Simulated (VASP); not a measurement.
The system is BeTe.

```xyz
2
Lattice="1.8171 1.0491 2.9939 -1.8171 1.0491 2.9939 0.0000 -2.0983 2.9939" Properties=species:S:1:pos:R:3 pbc="T T T"
Be    0.0000    0.0000    4.4909
Te    0.0000    0.0000    0.0000
```

```yaml
Program: VASP 6.6.1
Task: relaxation of cell and atoms
Functional: PBE
Potentials_or_basis: VASP PAW PBE potentials, release 64 (Be, Te)
Cutoff: 600 eV
k_mesh: 6 × 6 × 6
Occupations: gaussian, width 0.1 eV
Spin: no spin polarisation
```

At the start: pressure 10.0 GPa; volume 17.12 Å³/atom.

How do energy, volume and symmetry change on relaxing?

Over 3 steps the energy falls by 60.0 meV/atom and the volume is 19.24 Å³/atom (+12.3 %); space group Fm-3m (No. 225, to 0.05 Å).

Step by step:
```tsv
step	energy change (eV)	largest force (eV/Å)	pressure (GPa)	volume (Å³)
1	0.0000	0.0000	9.96	34.25
2	-0.1113	0.0000	-2.08	39.80
3	-0.1199	0.0000	0.03	38.47
```

Final structure:
```
Be Te
1.0
     1.89206    1.09238    3.10240
    -1.89206    1.09238    3.10240
     0.00000   -2.18477    3.10240
Be Te
1 1
Direct
  0.50000 0.50000 0.50000
  0.00000 0.00000 0.00000
```
